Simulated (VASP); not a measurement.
Here is a VASP 6.6.1 calculation.

Contents of INCAR:

```
PREC = Accurate
ENCUT = 520
EDIFF = 1E-6
ISMEAR = 0
SIGMA = 0.15
LREAL = F
LASPH = T
NELM = 60
ALGO = Fast
ISIF = 2
LWAVE = F
LCHARG = T
GGA = CA
LELF = T
LVHAR = T
NBANDS = 38
```

File KPOINTS:

```
Automatic mesh
0
Gamma
  18 18 6
```

Contents of POSCAR:

```
Rh
1.0
    2.6572578348      0.0000000000      0.0000000000
   -1.3286289174      2.3012527894      0.0000000000
    0.0000000000      0.0000000000      7.9735000000
Rh
4
Direct
    0.0000000000      0.0000000000      0.0000000000
    0.3333333333      0.6666666667      0.2500000000
    0.0000000000      0.0000000000      0.5000000000
    0.6666666667      0.3333333333      0.7500000000
```

Potentials or basis: VASP PAW LDA potentials, release 64 (Rh_pv).

Run with:

```bash
$ cat potpaw_LDA.64/Rh_pv/POTCAR > POTCAR
$ mpirun -np 1 vasp_std > vasp.out
```

(1) Predict the pressure.

(2) Estimate the band gap on the k mesh.

Results:

(1) 37.1 GPa.

(2) zero (bands 30 and 31 overlap by 2.29 eV).

Caveat: the stress differs along the axes, from 23 to 65 GPa.
